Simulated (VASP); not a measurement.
# Nb3Sn (Pm-3n) in VASP: a series of runs

Aim: see how the results for Nb3Sn move with the level of theory and the settings. Levels: r2SCAN, PBE. Tasks: electric field gradients.

Program: VASP 6.6.1. These are calculated values, not measurements. Logs are shortened: lines on timing, memory, paths and dates and some standing lists are left out, and cuts for length are marked.

## 1. The cell of the first run

Symmetry: Pm-3n, No. 223, cubic system. The conventional cell has a = 5.282 Å, b = 5.282 Å, c = 5.282 Å, α = 90.00°, β = 90.00°, γ = 90.00°. Nb (site symmetry -4m2) has 10 Nb at 2.64 to 3.23 Å and 4 Sn at 2.95 Å within 3.5 Å. Within 3.9 Å of Sn (site symmetry m-3) lie 12 Nb at 2.95 Å.

## 2. Electric field gradients, r2SCAN

File POSCAR:

```
Nb3Sn
1.0
    5.2821000000      0.0000000000      0.0000000000
    0.0000000000      5.2821000000      0.0000000000
    0.0000000000      0.0000000000      5.2821000000
Nb Sn
6 2
Direct
    0.2500000000      0.0000000000      0.5000000000
    0.5000000000      0.7500000000      0.0000000000
    0.7500000000      0.0000000000      0.5000000000
    0.5000000000      0.2500000000      0.0000000000
    0.0000000000      0.5000000000      0.7500000000
    0.0000000000      0.5000000000      0.2500000000
    0.0000000000      0.0000000000      0.0000000000
    0.5000000000      0.5000000000      0.5000000000
```

File INCAR.step1:

```
SYSTEM = Nb3Sn
PREC = Accurate
ENCUT = 520
ISMEAR = -1
SIGMA = 0.05
LREAL = .FALSE.
LASPH = .TRUE.
NELM = 100
NBANDS = 63
GGA = PE
ALGO = Normal
EDIFF = 1E-4
LWAVE = .TRUE.
LCHARG = .FALSE.
```

File INCAR.step2:

```
SYSTEM = Nb3Sn
PREC = Accurate
ENCUT = 520
EDIFF = 1E-8
ISMEAR = -1
SIGMA = 0.05
LREAL = .FALSE.
LASPH = .TRUE.
NELM = 100
ALGO = Normal
ISIF = 2
LWAVE = .FALSE.
LCHARG = .FALSE.
METAGGA = R2SCAN
LMIXTAU = .TRUE.
LEFG = .TRUE.
NBANDS = 63
ISTART = 1
```

File KPOINTS:

```
regular mesh
0
G
  6 6 6
  0 0 0
```

Potentials or basis: VASP PAW PBE potentials, release 64 (Nb_sv, Sn_d).

On the command line:

```bash
$ cat potpaw_PBE.64/Nb_sv/POTCAR potpaw_PBE.64/Sn_d/POTCAR > POTCAR
$ cp INCAR.step1 INCAR
$ mpirun -np 1 vasp_std > vasp.out
$ cp INCAR.step2 INCAR
$ mpirun -np 1 vasp_std > vasp.out
```

OUTCAR:

```text
SYSTEM = Nb3Sn
   PREC = Accurate
   ENCUT = 520
   EDIFF = 1E-8
   ISMEAR = -1
   LREAL = .FALSE.
   LASPH = .TRUE.
   NELM = 100
   ISIF = 2
   METAGGA = R2SCAN
   ISTART = 1

 ion  position               nearest neighbor table
   1  0.250  0.000  0.500-   3 2.64   3 2.64   8 2.95   7 2.95   8 2.95   7 2.95
   2  0.500  0.750  0.000-   4 2.64   4 2.64   8 2.95   8 2.95   7 2.95   7 2.95
   3  0.750  0.000  0.500-   1 2.64   1 2.64   8 2.95   7 2.95   8 2.95   7 2.95
   4  0.500  0.250  0.000-   2 2.64   2 2.64   8 2.95   8 2.95   7 2.95   7 2.95
   5  0.000  0.500  0.750-   6 2.64   6 2.64   8 2.95   7 2.95   7 2.95   8 2.95
   6  0.000  0.500  0.250-   5 2.64   5 2.64   8 2.95   7 2.95   7 2.95   8 2.95
   7  0.000  0.000  0.000-   1 2.95   2 2.95   3 2.95   4 2.95   5 2.95   6 2.95   1 2.95   3 2.95
                             5 2.95   6 2.95   2 2.95   4 2.95
   8  0.500  0.500  0.500-   1 2.95   2 2.95   3 2.95   4 2.95   5 2.95   6 2.95   2 2.95   4 2.95
                             1 2.95   3 2.95   5 2.95   6 2.95

  LATTYP: Found a simple cubic cell.
 ALAT       =     5.2821000000

  Lattice vectors:

 A1 = (   5.2821000000,   0.0000000000,   0.0000000000)
 A2 = (   0.0000000000,   5.2821000000,   0.0000000000)
 A3 = (   0.0000000000,   0.0000000000,   5.2821000000)

Analysis of symmetry for initial positions (statically):
=====================================================================
 Subroutine PRICEL returns:
 Original cell was already a primitive cell.

 Routine SETGRP: Setting up the symmetry group for a
 simple cubic supercell.

 Subroutine GETGRP returns: Found 48 space group operations
 (whereof 24 operations were pure point group operations)
 out of a pool of 48 trial point group operations.

The static configuration has the point symmetry T_h .
 The point group associated with its full space group is O_h .

Analysis of symmetry for dynamics (positions and initial velocities):
=====================================================================
 Subroutine PRICEL returns:
 Original cell was already a primitive cell.

 Routine SETGRP: Setting up the symmetry group for a
 simple cubic supercell.

 Subroutine GETGRP returns: Found 48 space group operations
 (whereof 24 operations were pure point group operations)
 out of a pool of 48 trial point group operations.

The dynamic configuration has the point symmetry T_h .
 The point group associated with its full space group is O_h .

 Subroutine INISYM returns: Found 48 space group operations
 (whereof 24 operations are pure point group operations),
 and found     1 'primitive' translations

----------------------------------------------------------------------------------------

                                     Primitive cell

  volume of cell :     147.3737

  direct lattice vectors                    reciprocal lattice vectors
     5.282100000  0.000000000  0.000000000     0.189318642  0.000000000  0.000000000
     0.000000000  5.282100000  0.000000000     0.000000000  0.189318642  0.000000000
     0.000000000  0.000000000  5.282100000     0.000000000  0.000000000  0.189318642

  length of vectors
     5.282100000  5.282100000  5.282100000     0.189318642  0.189318642  0.189318642

  position of ions in fractional coordinates (direct lattice)
     0.250000000  0.000000000  0.500000000
     0.500000000  0.750000000  0.000000000
     0.750000000  0.000000000  0.500000000
     0.500000000  0.250000000  0.000000000
     0.000000000  0.500000000  0.750000000
     0.000000000  0.500000000  0.250000000
     0.000000000  0.000000000  0.000000000
     0.500000000  0.500000000  0.500000000

  ion indices of the primitive-cell ions
   primitive index   ion index
                 1           1
                 2           2
                 3           3
                 4           4
                 5           5
                 6           6
                 7           7
                 8           8

[... 71 lines left out ...]
   NFREE  =      0    steps in history (QN), initial steepest desc. (CG)
   ISIF   =      2    stress and relaxation
   ISYM   =      2    0-nonsym 1-usesym 2-fastsym
   POTIM  = 0.5000    time-step for ionic-motion
   TEBEG  =    0.0;   TEEND  =   0.0 temperature during run
   PSTRESS=    0.0 pullay stress
   NELECT =     106.0000    total number of electrons
   NUPDOWN=      -1.0000    fix difference up-down
   EMIN   =  10.00;   EMAX   =-10.00  energy-range for DOS
   EFERMI =   0.00;   METHOD = LEGACY
   ISMEAR =    -1;   SIGMA  =   0.05  broadening in eV -4-tet -1-fermi 0-gaus
   EFERMI_NEDOS =   21; number of points for ismear=-14 and -15
   IALGO  =     38    algorithm
   IMIX   =      4    mixing-type and parameters
     AMIX     =   0.40;   BMIX     =  1.00
     AMIX_MAG =   1.60;   BMIX_MAG =  1.00
  volume/ion in A,a.u.               =      18.42       124.32
  Fermi-wavevector in a.u.,A,eV,Ry     =   1.466798  2.771845 29.272866  2.151495
  Thomas-Fermi vector in A             =   2.582492
   LORBIT       =      0    0 simple, 1 ext, 2 COOP (PROOUT), +10 PAW based schemes
   METAGGA = R2SCAN    functional components
   LHFCALC =     F    Hartree Fock is set to
   AEXX    =    0.0000 exact exchange contribution
   IVDW    =     0    specifies the selected vdW correction
   LEPSILON=     F    determine dielectric tensor
   LRPA    =     F    only Hartree local field effects (RPA)
 non-spin polarized calculation
  energy-cutoff  :      520.00
  volume of cell :      147.37
 maximum number of plane-waves:      3988
 NGX is ok and might be reduce to    40
   NGX = 19   NGY = 19   NGZ = 19

 number of electron     106.0000023 magnetization

 Free energy of the ion-electron system (eV)
  ---------------------------------------------------
  ext. energy  EPLUGINS =         0.00000000
  ---------------------------------------------------
  free energy    TOTEN  =      -200.38804056 eV

  energy without entropy =     -200.29332448  energy(sigma->0) =     -200.34068252

 E-fermi :  11.4334     XC(G=0): -13.4949

 val. band max:       11.4280119417   @ k =   0.1667   0.0000   0.0000
 cond. band min:      11.4335030494   @ k =   0.1667   0.0000   0.0000
 fundamental gap:      0.0054911077
 Fermi energy:        11.4333652014

 k-point     1 :       0.0000    0.0000    0.0000
  band No.  band energies     occupation
      1     -44.9722      2.00000
      2     -44.8907      2.00000
      3     -44.8907      2.00000
      4     -44.6485      2.00000
      5     -44.6485      2.00000
      6     -44.6485      2.00000
[... 1309 lines left out ...]
     62      14.0822      0.00000
     63      14.0822      0.00000

------------------------ aborting loop because EDIFF is reached ----------------------------------------

  FORCE on cell =-STRESS in cart. coord.  units (eV):
  Direction    XX          YY          ZZ          XY          YZ          ZX
  --------------------------------------------------------------------------------------
  -------------------------------------------------------------------------------------
  Total        1.8626335      1.8626335      1.8626335     -0.0000000      0.0000000      0.0000000
  in kB       20.2496786     20.2496786     20.2496786     -0.0000000      0.0000000      0.0000000
  external PRESSURE =      20.2496786 kB  Pullay stress =       0.0000000 kB

 VOLUME and BASIS-vectors are now :
 -----------------------------------------------------------------------------
  energy-cutoff  :      520.00
  volume of cell :      147.37
      direct lattice vectors                 reciprocal lattice vectors
     5.282100000  0.000000000  0.000000000     0.189318642  0.000000000  0.000000000
     0.000000000  5.282100000  0.000000000     0.000000000  0.189318642  0.000000000
     0.000000000  0.000000000  5.282100000     0.000000000  0.000000000  0.189318642

 POSITION                                       TOTAL-FORCE (eV/Angst)
 -----------------------------------------------------------------------------------
      1.32052      0.00000      2.64105         0.000000     -0.000000     -0.000000
      2.64105      3.96157      0.00000        -0.000000     -0.000000      0.000000
      3.96157      0.00000      2.64105        -0.000000      0.000000      0.000000
      2.64105      1.32052      0.00000         0.000000      0.000000     -0.000000
      0.00000      2.64105      3.96157        -0.000000     -0.000000      0.000000
      0.00000      2.64105      1.32052        -0.000000     -0.000000      0.000000
      0.00000      0.00000      0.00000         0.000000     -0.000000      0.000000
      2.64105      2.64105      2.64105         0.000000     -0.000000      0.000000
 -----------------------------------------------------------------------------------
    total drift:                                0.000000     -0.000000      0.000000

  FREE ENERGIE OF THE ION-ELECTRON SYSTEM (eV)
  ---------------------------------------------------
  free  energy   TOTEN  =      -200.3880405620 eV

  energy  without entropy=     -200.2933244750  energy(sigma->0) =     -200.34068252

 Electric field gradients (V/A^2)
---------------------------------------------------------------------
 ion       V_xx      V_yy      V_zz      V_xy      V_xz      V_yz
---------------------------------------------------------------------
   1      64.222   -32.111   -32.111    -0.000     0.000     0.000
   2     -32.111    64.222   -32.111     0.000     0.000     0.000
   3      64.222   -32.111   -32.111     0.000     0.000    -0.000
   4     -32.111    64.222   -32.111     0.000    -0.000    -0.000
   5     -32.111   -32.111    64.222    -0.000     0.000     0.000
   6     -32.111   -32.111    64.222    -0.000     0.000     0.000
   7      -0.000    -0.000     0.000    -0.000    -0.000     0.000
   8       0.000    -0.000     0.000    -0.000     0.000     0.000
---------------------------------------------------------------------

 Electric field gradients after diagonalization (V/A^2)
 (convention: |V_zz| > |V_xx| > |V_yy|)
----------------------------------------------------------------------
 ion       V_xx      V_yy      V_zz     asymmetry (V_yy - V_xx)/ V_zz
----------------------------------------------------------------------
   1     -32.111   -32.111    64.222       0.000
   2     -32.111   -32.111    64.222       0.000
   3     -32.111   -32.111    64.222       0.000
   4     -32.111   -32.111    64.222       0.000
   5     -32.111   -32.111    64.222       0.000
   6     -32.111   -32.111    64.222       0.000
   7      -0.000    -0.000     0.000       0.140
   8      -0.000     0.000     0.000       0.232
----------------------------------------------------------------------

           NMR quadrupolar parameters

 Cq : quadrupolar parameter    Cq=e*Q*V_zz/h
 eta: asymmetry parameters     (V_yy - V_xx)/ V_zz
 Q  : nuclear electric quadrupole moment in mb (millibarn)
----------------------------------------------------------------------
 ion       Cq(MHz)       eta       Q (mb)
----------------------------------------------------------------------
   1       0.155       0.000       1.000
   2       0.155       0.000       1.000
   3       0.155       0.000       1.000
   4       0.155       0.000       1.000
   5       0.155       0.000       1.000
   6       0.155       0.000       1.000
   7       0.000       0.140       1.000
   8       0.000       0.232       1.000
----------------------------------------------------------------------
```

Wall time 20 min (1 thread of Intel Xeon 8259CL, shared host); peak memory 0.34 GiB.

What came out:

```
Free energy                             : -200.3880 eV
Pressure                                : 2.0 GPa
Band gap on the k mesh                  : zero (bands 53 and 54 overlap by 0.60 eV)
Largest electric field gradient by atom : Nb +64.2; Sn -0.0 V/Å²
```

Levels at points of the mesh, in eV from the Fermi level:
```
           k point  band 50  band 51  band 52  band 53  band 54  band 55  band 56  band 57
(0.00, 0.00, 0.00)    -0.64    -0.64    -0.64    -0.06    -0.06     2.62     2.62     2.62
(0.50, 0.00, 0.00)    -1.06    -0.94    -0.94    -0.42    -0.42     1.62     1.62     2.38
(0.50, 0.50, 0.00)     0.10     0.12     0.18     0.18     0.64     0.64     0.67     0.77
(0.50, 0.50, 0.50)     0.08     0.08     0.08     0.08     0.08     0.09     0.09     0.09
```

Electric field gradients, principal values (V/Å²):
```
atom    least   middle  greatest (by size)
1 Nb  -32.111  -32.111              64.222
2 Nb  -32.111  -32.111              64.222
3 Nb  -32.111  -32.111              64.222
4 Nb  -32.111  -32.111              64.222
5 Nb  -32.111  -32.111              64.222
6 Nb  -32.111  -32.111              64.222
7 Sn    0.000    0.000               0.000
8 Sn    0.000    0.000               0.000
```

Caveat: without QUAD_EFG the Cq values of the log hold for a quadrupole moment of 1 mb, not for the nuclei; the PAW data sets were made with another functional, which shifts forces and pressure a little; spin-orbit coupling is left out, which moves the levels of the heavy elements.

(Continued in part 2 of 2.)
